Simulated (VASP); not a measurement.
A run of VASP 6.6.1 is set up as follows.

INCAR

```
SYSTEM = ReSbN
PREC = Accurate
ENCUT = 700
EDIFF = 1E-6
ISMEAR = -1
SIGMA = 0.05
LREAL = .False.
LASPH = .True.
NELM = 120
ALGO = Normal
ISIF = 2
LWAVE = .False.
LCHARG = .False.
NBANDS = 44
GGA_COMPAT = .False.
```

KPOINTS

```
Automatic mesh
0
Gamma
  8 8 3
  0 0 0
```

The input POSCAR:

```
ReSbN
1.0
    3.3667734222      0.0000000000      0.0000000000
    0.0000000000      3.3667734222      0.0000000000
    0.0000000000      0.0000000000      8.4132352362
Re Sb N
2 2 2
Direct
    0.0000000000      0.5000000000      0.8725564491
    0.5000000000      0.0000000000      0.1274435509
    0.0000000000      0.5000000000      0.3340232965
    0.5000000000      0.0000000000      0.6659767035
    0.0000000000      0.0000000000      0.0000000000
    0.5000000000      0.5000000000      0.0000000000
```

Potentials or basis: VASP PAW LDA potentials, release 64 (Re_sv_GW, Sb_d_GW, N).

Launch:

```console
$ cat potpaw_LDA.64/Re_sv_GW/POTCAR potpaw_LDA.64/Sb_d_GW/POTCAR potpaw_LDA.64/N/POTCAR > POTCAR
$ mpirun -np 1 vasp_std > vasp.out
```

Problem. Estimate the pressure.

Solution. 0.6 GPa.

Problem. What does it give for the band gap on the k mesh?

Solution. Zero (bands 35 and 36 overlap by 1.86 eV).

Stress tensor (GPa, compression positive):
```
0.67 0.00 0.00
0.00 0.67 0.00
0.00 0.00 0.50
```

Caveat: spin-orbit coupling is left out, which moves the levels of the heavy elements.
